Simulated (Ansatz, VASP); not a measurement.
One calculation of Sn, two programs

The input INCAR:

```
SYSTEM = Sn
  PREC = Accurate
  ENCUT = 520
  EDIFF = 1E-8
  ISMEAR = -1
  SIGMA = 0.03
  LREAL = .FALSE.
  LASPH = .TRUE.
  NELM = 100
  ALGO = Normal
  ISIF = 2
  LWAVE = .FALSE.
  LCHARG = .FALSE.
  LEFG = .TRUE.
  NBANDS = 21
```

The input KPOINTS:

```
regular mesh
0
G
  9 9 9
  0 0 0
```

Contents of POSCAR:

```
Sn
1.0
    0.0000000000      3.1793446744      3.1793446744
    3.1793446744      0.0000000000      3.1793446744
    3.1793446744      3.1793446744      0.0000000000
Sn
2
Direct
    0.5000000000      0.5000000000      0.5000000000
    0.7500000000      0.7500000000      0.7500000000
```

Input for Ansatz:

```yaml
crystal:
  lattice:
    - [0.0, 3.1793446744, 3.1793446744]
    - [3.1793446744, 0.0, 3.1793446744]
    - [3.1793446744, 3.1793446744, 0.0]
  atoms:
    - { symbol: Sn, position: [0.5, 0.5, 0.5] }
    - { symbol: Sn, position: [0.75, 0.75, 0.75] }
kpoints:
  mp_grid: { grid: [9, 9, 9] }
scf:
  occupations: { method: fermi_dirac, width: 0.03 }
hamiltonian:
  xc: lda
  pseudopotentials: { kind: all_electron, datasets: crystal }
output:
  forces: true
  stress: true
  eigenvalues: true
  efg: { contact_densities: true }
```

Change from the starting cell: volume scaled by 0.94, crystal datasets.

Alike in both runs: task electric field gradients; functional LDA; k mesh 9 × 9 × 9; occupations fermi-dirac, width 0.03 eV; no spin polarisation.

|  | VASP | Ansatz |
| --- | --- | --- |
| version | VASP 6.6.1 | Ansatz 0.2.0 |
| potentials or method | VASP PAW LDA potentials, release 64 (Sn_d), cutoff 520 eV | all-electron PAW with datasets made for the crystal, scalar-relativistic |

```tsv
	VASP	Ansatz	Ansatz less VASP
pressure (GPa)	2.8	2.7	-0.02
```

LDA's correlation is that of Perdew and Zunger in VASP and of Perdew and Wang (1992) in Ansatz. Ansatz ran all-electron here, and VASP with PAW potentials.
